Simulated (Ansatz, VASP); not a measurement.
# One calculation of Cd3InO, two programs

The input INCAR:

```
SYSTEM = Cd3InO
PREC = Accurate ; ENCUT = 520
EDIFF = 1E-6 ; ISMEAR = 0
SIGMA = 0.1 ; LREAL = .False.
LASPH = .True. ; NELM = 150
ALGO = Normal ; ISIF = 2
LWAVE = .False. ; LCHARG = .False.
ISPIN = 2 ; MAGMOM = 0 0 0 0 1
LORBIT = 11 ; GGA = PE
NBANDS = 40
```

KPOINTS

```
Automatic mesh
0
Gamma
  4 4 4
  0 0 0
```

The input POSCAR:

```
Cd3InO
1.0
    4.7679617800      0.0000000000      0.0000000000
    0.0000000000      4.7679617800      0.0000000000
    0.0000000000      0.0000000000      4.7679617800
Cd In O
3 1 1
Direct
    0.5000000000      0.0000000000      0.5000000000
    0.5000000000      0.5000000000      0.0000000000
    0.0000000000      0.5000000000      0.5000000000
    0.0000000000      0.0000000000      0.0000000000
    0.5000000000      0.5000000000      0.5000000000
```

Input for Ansatz:

```yaml
crystal:
  lattice:
    - [4.76796178, 0.0, 0.0]
    - [0.0, 4.76796178, 0.0]
    - [0.0, 0.0, 4.76796178]
  atoms:
    - { symbol: Cd, position: [0.5, 0.0, 0.5] }
    - { symbol: Cd, position: [0.5, 0.5, 0.0] }
    - { symbol: Cd, position: [0.0, 0.5, 0.5] }
    - { symbol: In, position: [0.0, 0.0, 0.0] }
    - { symbol: O, position: [0.5, 0.5, 0.5], spin: 1.0 }
basis:
  ecutwfc: 420
kpoints:
  mp_grid: { grid: [4, 4, 4] }
hamiltonian:
  xc: pbe
scf:
  occupations: { method: gaussian, width: 0.1 }
  lower_state_search: "off"
output:
  forces: true
  stress: true
  eigenvalues: true
  populations: true
magnetization:
  spin_polarized: true
```

Change from the starting cell: species swapped into the Pr3InO type (Pm-3m, No. 221).

Alike in both runs: task single point; functional PBE; k mesh 4 × 4 × 4; occupations gaussian, width 0.1 eV; collinear spin.

|  | VASP | Ansatz |
| --- | --- | --- |
| version | VASP 6.6.1 | Ansatz 0.2.0 |
| potentials or method | VASP PAW PBE potentials, release 64 (Cd, In_d, O), cutoff 520 eV | scalar-relativistic, plane waves, PAW |
| valence electrons in the cell | 55 | 79 |

VASP gave:

* gap on the k mesh at the Fermi level (eV): none
* pressure (GPa): -0.7
* net moment per atom (μB): 0.00

Q: Which values does Ansatz return?

A: gap on the k mesh at the Fermi level (eV): none; pressure (GPa): -1.1; net moment per atom (μB): 0.00.

A gap of «none» marks a metal or a gap that the smearing closes. With one functional, cell and mesh, what is left measures potentials, basis and numerics. VASP's potentials hold 55 valence electrons a cell and Ansatz's 79, so a difference there can come from the potentials and not from the codes. Ansatz's warnings: seeded moment not kept.
